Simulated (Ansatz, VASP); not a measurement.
## One calculation of HfC, two programs

```
Hf C
1.0
     0.00000    2.32500    2.32500
     2.32500    0.00000    2.32500
     2.32500    2.32500    0.00000
Hf C
1 1
Direct
  0.50000 0.50000 0.50000
  0.00000 0.00000 0.00000
```

Alike in both runs: task single point; functional PBEsol; k mesh 12 × 12 × 12; occupations fermi-dirac, width 0.05 eV; no spin polarisation.

|  | VASP | Ansatz |
| --- | --- | --- |
| version | VASP 6.6.1 | Ansatz 0.2.0 |
| potentials or method | VASP PAW PBE potentials, release 64 (Hf_pv, C), cutoff 520 eV | all-electron LAPW, scalar-relativistic |

```tsv
	VASP	Ansatz	Ansatz less VASP
pressure (GPa)	-7.0	-6.5	+0.49
```

VASP's potentials were made for PBE, not for PBEsol. Ansatz ran all-electron here, and VASP with PAW potentials.

Neither program's run includes spin-orbit coupling.
